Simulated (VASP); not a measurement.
A run of VASP 6.6.1:

The input INCAR:

```
PREC = Accurate
ENCUT = 600
EDIFF = 1E-6
ISMEAR = 0
SIGMA = 0.1
LREAL = False
LASPH = True
NELM = 200
ALGO = Normal
ISIF = 2
LWAVE = False
LCHARG = False
ISPIN = 2
MAGMOM = 7 -7 0 0
LORBIT = 11
LMAXMIX = 6
LDAU = True
LDAUTYPE = 2
LDAUL = 3 -1
LDAUU = 6.3 0
LDAUJ = 0 0
LDAUPRINT = 1
GGA = CA
NBANDS = 35
GGA_COMPAT = False
```

Contents of KPOINTS:

```
Automatic mesh
0
Gamma
  6 6 6
```

File POSCAR:

```
EuS
1.0
    5.9570000000      2.9785000000      2.9785000000
    2.9785000000      5.9570000000      2.9785000000
    2.9785000000      2.9785000000      5.9570000000
Eu S
2 2
Direct
    0.0000000000      0.0000000000      0.0000000000
    0.5000000000      0.5000000000      0.5000000000
    0.2500000000      0.2500000000      0.2500000000
    0.7500000000      0.7500000000      0.7500000000
```

Potentials or basis: VASP PAW PBE potentials, release 64 (Eu, S).

The run is started by

```sh
$ cat potpaw_PBE.64/Eu/POTCAR potpaw_PBE.64/S/POTCAR > POTCAR
$ mpirun -np 1 vasp_std > vasp.out
```

Hardware: 1 thread of Intel(R) Xeon(R) Platinum 8175M CPU @ 2.50GHz (Skylake/Cascade Lake) (shared host).

Task: How long does it take, and how much memory?

Result: Wall time 28 min on 1 thread of Intel(R) Xeon(R) Platinum 8175M CPU @ 2.50GHz (Skylake/Cascade Lake) (shared host), peak memory 0.55 GiB. Counts: scf iterations 19, k points 32.
